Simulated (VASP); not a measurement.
Wanted: the native input for a VASP 6.6.1 run.

| Item | Value |
| --- | --- |
| Task | single point |
| Functional | r2SCAN |
| Dispersion | rVV10 |
| Potentials or basis | VASP PAW PBE potentials, release 64 (Mo_sv, Te) |
| Cutoff | 520 eV |
| k mesh | 8 × 8 × 8 |
| Occupations | fermi-dirac, width 0.02 eV |
| Spin | no spin polarisation |
| Dipole correction | no |
| Further INCAR settings | ALGO = Normal; EDIFF = 1e-06; NBANDS = 20 |

Te2Mo:

```
Mo Te
1.0
     1.75095    1.01091    7.06877
    -1.75095    1.01091    7.06877
     0.00000   -2.02183    7.06877
Mo Te
1 2
Direct
  0.00000 0.00000 0.00000
  0.24656 0.24656 0.24656
  0.75344 0.75344 0.75344
```

The input as run:

POSCAR

```
Te2Mo
1.0
    1.7509539876      1.0109137561      7.0687660182
   -1.7509539876      1.0109137561      7.0687660182
    0.0000000000     -2.0218275121      7.0687660182
Mo Te
1 2
Direct
    0.0000000000      0.0000000000      0.0000000000
    0.2465646676      0.2465646676      0.2465646676
    0.7534353324      0.7534353324      0.7534353324
```

INCAR.step1

```
SYSTEM = Te2Mo
ALGO = Normal
EDIFF = 1E-4
ENCUT = 520
GGA = PE
ISMEAR = -1
LASPH = .TRUE.
LCHARG = .FALSE.
LREAL = .FALSE.
LWAVE = .TRUE.
NBANDS = 20
NELM = 100
PREC = Accurate
SIGMA = 0.02
```

INCAR.step2

```
SYSTEM = Te2Mo
ALGO = Normal
BPARAM = 11.95
CPARAM = 0.0093
EDIFF = 1E-6
ENCUT = 520
ISIF = 2
ISMEAR = -1
ISTART = 1
IVDW_NL = 2
LASPH = .TRUE.
LCHARG = .FALSE.
LMIXTAU = .TRUE.
LREAL = .FALSE.
LUSE_VDW = .TRUE.
LWAVE = .FALSE.
METAGGA = R2SCAN
NBANDS = 20
NELM = 100
PREC = Accurate
SIGMA = 0.02
```

KPOINTS

```
k-points
0
G
  8 8 8
  0 0 0
```

Potentials or basis: VASP PAW PBE potentials, release 64 (Mo_sv, Te).

Run with:

```console
$ cat potpaw_PBE.64/Mo_sv/POTCAR potpaw_PBE.64/Te/POTCAR > POTCAR
$ cp INCAR.step1 INCAR
$ mpirun -np 1 vasp_std > vasp.out
$ cp INCAR.step2 INCAR
$ mpirun -np 1 vasp_std > vasp.out
```

It gave:

* Pressure: 0.4 GPa
* Largest force: 0.050 eV/Å
* Band gap on the k mesh: 0.05 eV (least direct gap 0.10 eV)

Caveat: the PAW data sets were made with another functional, which shifts forces and pressure a little; spin-orbit coupling is left out, which moves the levels of the heavy elements.

Run time: 18 min on 1 thread of Intel(R) Xeon(R) Platinum 8488C (Sapphire Rapids), on a shared host, peak memory 1.1 GiB.
